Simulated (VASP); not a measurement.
# FeSi2 (P4/mmm) in VASP: further runs, part 2 of 2

VASP 6.6.1. Earlier steps stand in the parts before.

### Step 3. Single point, PBEsol (equal strain along all axes, cell held: -3.0 %, then relaxed in part)

Input file INCAR:

```
SYSTEM = FeSi2
PREC     = Accurate       ! precision mode
ENCUT    = 520            ! plane-wave cutoff, eV
EDIFF    = 1E-6           ! SCF threshold, eV
ISMEAR   = 0              ! smearing method
SIGMA    = 0.1            ! smearing width, eV
LREAL    = .False.        ! projectors in reciprocal space
LASPH    = .True.         ! aspherical terms in the spheres
NELM     = 100            ! most SCF steps
ALGO     = Normal         ! electronic algorithm
ISIF     = 2              ! what is computed and relaxed
LWAVE    = .False.        ! write WAVECAR
LCHARG   = .False.        ! write CHGCAR
GGA      = PS             ! functional
NBANDS   = 15             ! bands
```

Input file KPOINTS:

```
regular mesh
0
Gamma
  16 16 8
  0 0 0
```

Input file POSCAR:

```
FeSi2
1.0
    2.5959931258      0.0000000000      0.0000000000
    0.0000000000      2.5959931258      0.0000000000
    0.0000000000      0.0000000000      4.9531715008
Fe Si
1 2
Direct
    0.0000000000      0.0000000000      0.0000000000
    0.5000000000      0.5000000000      0.2740138933
    0.5000000000      0.5000000000      0.7259861067
```

Potentials or basis: VASP PAW PBE potentials, release 64 (Fe, Si).

Started as:

```
> cat potpaw_PBE.64/Fe/POTCAR potpaw_PBE.64/Si/POTCAR > POTCAR
> mpirun -np 1 vasp_std > vasp.out
```

OUTCAR:

```text
SYSTEM = FeSi2
   PREC = Accurate
   ENCUT = 520
   EDIFF = 1E-6
   ISMEAR = 0
   LREAL = .False.
   LASPH = .True.
   NELM = 100
   ISIF = 2
   GGA = PS

 ion  position               nearest neighbor table
   1  0.000  0.000  0.000-   2 2.28   3 2.28   2 2.28   3 2.28   2 2.28   3 2.28   2 2.28   3 2.28

   2  0.500  0.500  0.274-   3 2.24   1 2.28   1 2.28   1 2.28   1 2.28   3 2.71
   3  0.500  0.500  0.726-   2 2.24   1 2.28   1 2.28   1 2.28   1 2.28   2 2.71

  LATTYP: Found a simple tetragonal cell.
 ALAT       =     2.5959931258
 C/A-ratio  =     1.9080064009

  Lattice vectors:

 A1 = (   2.5959931258,   0.0000000000,   0.0000000000)
 A2 = (   0.0000000000,   2.5959931258,   0.0000000000)
 A3 = (   0.0000000000,   0.0000000000,   4.9531715008)

Analysis of symmetry for initial positions (statically):
=====================================================================
 Subroutine PRICEL returns:
 Original cell was already a primitive cell.

 Routine SETGRP: Setting up the symmetry group for a
 simple tetragonal supercell.

 Subroutine GETGRP returns: Found 16 space group operations
 (whereof 16 operations were pure point group operations)
 out of a pool of 16 trial point group operations.

The static configuration has the point symmetry D_4h.

Analysis of symmetry for dynamics (positions and initial velocities):
=====================================================================
 Subroutine PRICEL returns:
 Original cell was already a primitive cell.

 Routine SETGRP: Setting up the symmetry group for a
 simple tetragonal supercell.

 Subroutine GETGRP returns: Found 16 space group operations
 (whereof 16 operations were pure point group operations)
 out of a pool of 16 trial point group operations.

The dynamic configuration has the point symmetry D_4h.

 Subroutine INISYM returns: Found 16 space group operations
 (whereof 16 operations are pure point group operations),
 and found     1 'primitive' translations

----------------------------------------------------------------------------------------

                                     Primitive cell

  volume of cell :      33.3803

  direct lattice vectors                    reciprocal lattice vectors
     2.595993126  0.000000000  0.000000000     0.385209032  0.000000000  0.000000000
     0.000000000  2.595993126  0.000000000     0.000000000  0.385209032  0.000000000
     0.000000000  0.000000000  4.953171501     0.000000000  0.000000000  0.201890849

  length of vectors
     2.595993126  2.595993126  4.953171501     0.385209032  0.385209032  0.201890849

  position of ions in fractional coordinates (direct lattice)
     0.000000000  0.000000000  0.000000000
     0.500000000  0.500000000  0.274013893
     0.500000000  0.500000000  0.725986107

  ion indices of the primitive-cell ions
   primitive index   ion index
                 1           1
                 2           2
                 3           3

----------------------------------------------------------------------------------------

 KPOINTS: regular mesh

Automatic generation of k-mesh.
 Grid dimensions read from file:
 generate k-points for:   16   16    8

[... 24 lines left out ...]
  0.250000  0.000000  0.000000      4.000000
  0.312500  0.000000  0.000000      4.000000
[... 16 lines left out ...]
  0.437500  0.125000  0.000000      8.000000
  0.500000  0.125000  0.000000      4.000000
 [... further k-points ...]
   k-points           NKPTS =    225   k-points in BZ     NKDIM =    225   number of bands    NBANDS=     15
   number of dos      NEDOS =    301   number of ions     NIONS =      3
   total plane-waves  NPLWV =  16000
   dimension x,y,z NGX =    20 NGY =   20 NGZ =   40
   dimension x,y,z NGXF=    40 NGYF=   40 NGZF=   80
   ions per type =               1   2
   NGX,Y,Z   is equivalent  to a cutoff of  12.81, 12.81, 13.43 a.u.
   NGXF,Y,Z  is equivalent  to a cutoff of  25.62, 25.62, 26.85 a.u.
 SYSTEM =  FeSi2
   PREC   = accura    normal or accurate (medium, high low for compatibility)
   ISTART =      0    job   : 0-new  1-cont  2-samecut
   ICHARG =      2    charge: 1-file 2-atom 10-const
   ISPIN  =      1    spin polarized calculation?
   LNONCOLLINEAR =      F non collinear calculations
   LSORBIT =      F    spin-orbit coupling
   LASPH  =      T    aspherical Exc in radial PAW
   ENCUT  =  520.0 eV  38.22 Ry    6.18 a.u.   4.83  4.83  9.21*2*pi/ulx,y,z
   NELM   =    100;   NELMIN=  2; NELMDL= -5     # of ELM steps
   EDIFF  = 0.1E-05   stopping-criterion for ELM
   LREAL  =      F    real-space projection
   EDIFFG = 0.1E-04   stopping-criterion for IOM
   NSW    =      0    number of steps for IOM
   IBRION =     -1    ionic relax: 0-MD 1-quasi-New 2-CG
   NFREE  =      0    steps in history (QN), initial steepest desc. (CG)
   ISIF   =      2    stress and relaxation
   ISYM   =      2    0-nonsym 1-usesym 2-fastsym
   POTIM  = 0.5000    time-step for ionic-motion
   TEBEG  =    0.0;   TEEND  =   0.0 temperature during run
   PSTRESS=    0.0 pullay stress
   NELECT =      16.0000    total number of electrons
   NUPDOWN=      -1.0000    fix difference up-down
   EMIN   =  10.00;   EMAX   =-10.00  energy-range for DOS
   EFERMI =   0.00;   METHOD = LEGACY
   ISMEAR =     0;   SIGMA  =   0.10  broadening in eV -4-tet -1-fermi 0-gaus
   EFERMI_NEDOS =   21; number of points for ismear=-14 and -15
   IALGO  =     38    algorithm
   IMIX   =      4    mixing-type and parameters
     AMIX     =   0.40;   BMIX     =  1.00
     AMIX_MAG =   1.60;   BMIX_MAG =  1.00
  volume/ion in A,a.u.               =      11.13        75.09
  Fermi-wavevector in a.u.,A,eV,Ry     =   1.281203  2.421123 22.333713  1.641482
  Thomas-Fermi vector in A             =   2.413587
   LORBIT       =      0    0 simple, 1 ext, 2 COOP (PROOUT), +10 PAW based schemes
   GGA     = PS    functional components
   LHFCALC =     F    Hartree Fock is set to
   AEXX    =    0.0000 exact exchange contribution
   IVDW    =     0    specifies the selected vdW correction
   LEPSILON=     F    determine dielectric tensor
   LRPA    =     F    only Hartree local field effects (RPA)
 non-spin polarized calculation
 Gauss-broadening in eV      SIGMA  =   0.10
  energy-cutoff  :      520.00
  volume of cell :       33.38
 maximum number of plane-waves:       916
 NGX is ok and might be reduce to    20
   NGX =  9   NGY =  9   NGZ = 19

 number of electron      16.0000000 magnetization

 Free energy of the ion-electron system (eV)
  ---------------------------------------------------
  ext. energy  EPLUGINS =         0.00000000
  ---------------------------------------------------
  free energy    TOTEN  =       -21.73789475 eV

  energy without entropy =      -21.73357845  energy(sigma->0) =      -21.73573660

 E-fermi :  11.2569     XC(G=0): -12.5539

 val. band max:       11.2353620821   @ k =   0.4375   0.2500   0.0000
 cond. band min:      11.2600715445   @ k =   0.4375   0.2500   0.0000
 fundamental gap:      0.0247094624
 Fermi energy:        11.2569072705

 k-point     1 :       0.0000    0.0000    0.0000
  band No.  band energies     occupation
      1      -3.5099      2.00000
      2       1.7502      2.00000
      3       2.6219      2.00000
      4       7.1957      2.00000
      5       9.3432      2.00000
      6       9.6082      2.00000
      7       9.6082      2.00000
      8      10.6243      2.00000
      9      16.3641      0.00000
     10      16.3641      0.00000
     11      18.4064      0.00000
     12      18.5004      0.00000
     13      19.5746      0.00000
     14      19.5901      0.00000
[... 401 lines left out ...]
      2       2.9813      2.00000
      3       4.1595      2.00000
      4       6.3947      2.00000
      5       7.0269      2.00000
      6       7.9307      2.00000
      7       9.1669      2.00000
      8      10.4060      2.00000
      9      11.3478      0.19860
     10      13.2484      0.00000
     11      13.7655      0.00000
     12      16.9476      0.00000
     13      20.4739      0.00000
     14      20.5242      0.00000
     15      22.7480      0.00000

 [... further k-points ...]
[... 5 lines left out ...]
  --------------------------------------------------------------------------------------
  -------------------------------------------------------------------------------------
  Total        4.4280431      4.4280431      5.5254187      0.0000000      0.0000000     -0.0000000
  in kB      212.5357435    212.5357435    265.2072135      0.0000000      0.0000000     -0.0000000
  external PRESSURE =     230.0929002 kB  Pullay stress =       0.0000000 kB

 VOLUME and BASIS-vectors are now :
 -----------------------------------------------------------------------------
  energy-cutoff  :      520.00
  volume of cell :       33.38
      direct lattice vectors                 reciprocal lattice vectors
     2.595993126  0.000000000  0.000000000     0.385209032  0.000000000  0.000000000
     0.000000000  2.595993126  0.000000000     0.000000000  0.385209032  0.000000000
     0.000000000  0.000000000  4.953171501     0.000000000  0.000000000  0.201890849

 POSITION                                       TOTAL-FORCE (eV/Angst)
 -----------------------------------------------------------------------------------
      0.00000      0.00000      0.00000         0.000000      0.000000      0.000000
      1.29800      1.29800      1.35724         0.000000      0.000000      0.033306
      1.29800      1.29800      3.59593         0.000000     -0.000000     -0.033306
 -----------------------------------------------------------------------------------
    total drift:                                0.000000      0.000000     -0.000000

  FREE ENERGIE OF THE ION-ELECTRON SYSTEM (eV)
  ---------------------------------------------------
  free  energy   TOTEN  =       -21.7378947544 eV

  energy  without entropy=      -21.7335784481  energy(sigma->0) =      -21.73573660
```

Run time: 80 s. Hardware: 1 thread of Intel Xeon Platinum 8488C (Sapphire Rapids), shared host; peak memory 0.23 GiB.

Results:

```yaml
Free_energy: -21.7379 eV
Pressure: 23.0 GPa
Largest_force: 0.033 eV/Å
Band_gap_on_the_k_mesh: zero (band 8 reaches 11.55 eV, above the bottom of band 9 at 11.07 eV)
```

Forces on the atoms (eV/Å):
```
Fe   0.000  0.000  0.000
Si   0.000  0.000  0.033
Si   0.000  0.000 -0.033
```

Caveat: the cell differs from its parent crystal (equal strain along all axes, cell held: -3.0 %, then relaxed in part); the PAW data sets were made with another functional, which shifts forces and pressure a little.

### Step 4. Single point, PBEsol (equal strain along all axes, cell held: -2.0 %, then relaxed in part)

Input file INCAR:

```
  PREC = Accurate
  ENCUT = 520
  EDIFF = 1E-6
  ISMEAR = 0
  SIGMA = 0.1
  LREAL = F
  LASPH = T
  NELM = 60
  ALGO = Normal
  ISIF = 2
  LWAVE = F
  LCHARG = T
  GGA = PS
  LELF = T
  LVHAR = T
  NBANDS = 15
```

Input file KPOINTS:

```
Automatic mesh
0
Gamma
  16 16 8
```

Input file POSCAR:

```
FeSi2
1.0
    2.6227559415      0.0000000000      0.0000000000
    0.0000000000      2.6227559415      0.0000000000
    0.0000000000      0.0000000000      5.0042351245
Fe Si
1 2
Direct
    0.0000000000      0.0000000000      0.0000000000
    0.5000000000      0.5000000000      0.2733750749
    0.5000000000      0.5000000000      0.7266249251
```

Started as:

```
> cat potpaw_PBE.64/Fe/POTCAR potpaw_PBE.64/Si/POTCAR > POTCAR
> mpirun -np 1 vasp_std > vasp.out
```

Run time: 94 s. Hardware: 1 thread of Intel Xeon Platinum 8488C (Sapphire Rapids), shared host; peak memory 0.23 GiB.

Results (log left out):

```
Free energy            : -21.8594 eV
Pressure               : 14.4 GPa
Largest force          : 0.028 eV/Å
Band gap on the k mesh : zero (band 8 reaches 11.09 eV, above the bottom of band 9 at 10.65 eV)
```

Forces on the atoms (eV/Å):
```
Fe   0.000  0.000  0.000
Si   0.000  0.000  0.028
Si   0.000  0.000 -0.028
```

Stress tensor (GPa, compression positive):
```
13.33  0.00  0.00
 0.00 13.33  0.00
 0.00  0.00 16.60
```

Levels at points of the mesh, in eV from the Fermi level:
```csv
k point,band 4,band 5,band 6,band 7,band 8,band 9,band 10,band 11,band 12,band 13
"(0.00, 0.00, 0.00)",-3.91,-1.83,-1.60,-1.60,-0.63,4.94,4.94,6.95,7.21,8.22
"(0.50, 0.00, 0.00)",-4.66,-3.97,-3.50,-2.20,-1.17,0.10,1.79,2.39,8.03,9.20
"(0.50, 0.50, 0.00)",-4.65,-4.65,-3.30,-2.51,0.25,1.14,2.68,2.92,2.92,3.58
"(0.00, 0.00, 0.50)",-3.89,-2.48,-1.65,-1.65,-0.63,2.81,6.21,6.21,6.32,7.10
"(0.50, 0.00, 0.50)",-6.69,-3.41,-2.67,-2.20,-1.18,0.73,2.62,4.91,5.32,8.31
"(0.50, 0.50, 0.50)",-4.45,-3.36,-3.36,-1.97,0.25,0.27,0.27,0.91,3.45,4.20
```

Caveat: the cell differs from its parent crystal (equal strain along all axes, cell held: -2.0 %, then relaxed in part); the PAW data sets were made with another functional, which shifts forces and pressure a little.

### Step 5. Single point, PBEsol (equal strain along all axes, cell held: -1.0 %, then relaxed in part)

Input file INCAR:

```
PREC     = Accurate       # precision mode
ENCUT    = 520            # plane-wave cutoff, eV
EDIFF    = 1E-7           # SCF threshold, eV
ISMEAR   = 0              # smearing method
SIGMA    = 0.1            # smearing width, eV
LREAL    = False          # projectors in reciprocal space
LASPH    = True           # aspherical terms in the spheres
NELM     = 80             # most SCF steps
ALGO     = Normal         # electronic algorithm
ISIF     = 2              # what is computed and relaxed
LWAVE    = False          # write WAVECAR
LCHARG   = False          # write CHGCAR
GGA      = PS             # functional
NBANDS   = 15             # bands
```

KPOINTS is that of step 4.

Input file POSCAR:

```
FeSi2
1.0
    2.6495187572      0.0000000000      0.0000000000
    0.0000000000      2.6495187572      0.0000000000
    0.0000000000      0.0000000000      5.0552987483
Fe Si
1 2
Direct
    0.0000000000      0.0000000000      0.0000000000
    0.5000000000      0.5000000000      0.2726834013
    0.5000000000      0.5000000000      0.7273165987
```

Started as:

```
> cat potpaw_PBE.64/Fe/POTCAR potpaw_PBE.64/Si/POTCAR > POTCAR
> mpirun -np 1 vasp_std > vasp.out
```

Wall time 85 s (1 thread of Intel Xeon Platinum 8488C (Sapphire Rapids), shared host); peak memory 0.24 GiB.

Results (log left out):

| Quantity | Value |
| --- | --- |
| Free energy | -21.9298 eV |
| Pressure | 6.9 GPa |
| Largest force | 0.023 eV/Å |
| Band gap on the k mesh | zero (band 8 reaches 10.65 eV, above the bottom of band 9 at 10.24 eV) |

Forces on the atoms (eV/Å):
```
Fe   0.000  0.000  0.000
Si   0.000  0.000  0.023
Si   0.000  0.000 -0.023
```

Stress tensor (GPa, compression positive):
```
6.42 0.00 0.00
0.00 6.42 0.00
0.00 0.00 7.99
```

Levels at points of the mesh, in eV from the Fermi level:
| k point | band 4 | band 5 | band 6 | band 7 | band 8 | band 9 | band 10 | band 11 | band 12 | band 13 |
| --- | --- | --- | --- | --- | --- | --- | --- | --- | --- | --- |
| (0.00, 0.00, 0.00) | -3.76 | -1.76 | -1.56 | -1.56 | -0.63 | 4.77 | 4.77 | 6.76 | 7.17 | 8.12 |
| (0.50, 0.00, 0.00) | -4.58 | -3.90 | -3.36 | -2.14 | -1.13 | 0.10 | 1.64 | 2.34 | 7.99 | 8.92 |
| (0.50, 0.50, 0.00) | -4.56 | -4.56 | -3.29 | -2.40 | 0.21 | 0.84 | 2.64 | 2.94 | 2.94 | 3.57 |
| (0.00, 0.00, 0.50) | -3.74 | -2.44 | -1.61 | -1.61 | -0.63 | 2.67 | 6.00 | 6.00 | 6.34 | 6.92 |
| (0.50, 0.00, 0.50) | -6.50 | -3.31 | -2.57 | -2.14 | -1.15 | 0.67 | 2.52 | 4.90 | 5.11 | 8.11 |
| (0.50, 0.50, 0.50) | -4.49 | -3.33 | -3.33 | -1.89 | 0.21 | 0.32 | 0.32 | 1.02 | 3.18 | 4.07 |

Caveat: the cell differs from its parent crystal (equal strain along all axes, cell held: -1.0 %, then relaxed in part); the PAW data sets were made with another functional, which shifts forces and pressure a little.

### Step 6. Overview

```csv
task,cell,cutoff (eV),gap on the mesh (eV),pressure (GPa),largest force (eV/Å)
relaxation of shape and atoms at fixed volume,"relaxed from a = 2.554, b = 2.554, c = 4.936 Å, 3 atoms",600,none,33.9,-
single point,"a = 2.596, b = 2.596, c = 4.953 Å, 3 atoms",520,none,23.0,0.03
single point,"a = 2.623, b = 2.623, c = 5.004 Å, 3 atoms",520,none,14.4,0.03
single point,"a = 2.650, b = 2.650, c = 5.055 Å, 3 atoms",520,none,6.9,0.02
```

Alike in all rows: level PBEsol; potentials or basis VASP PAW PBE potentials, release 64 (Fe, Si); no spin polarisation; k mesh 16 × 16 × 8; smearing gaussian 0.1 eV.

Caveats: the PAW data sets were made with another functional, which shifts forces and pressure a little.

Total energies depend on the potentials used, so only differences within one code and one set of settings carry meaning.
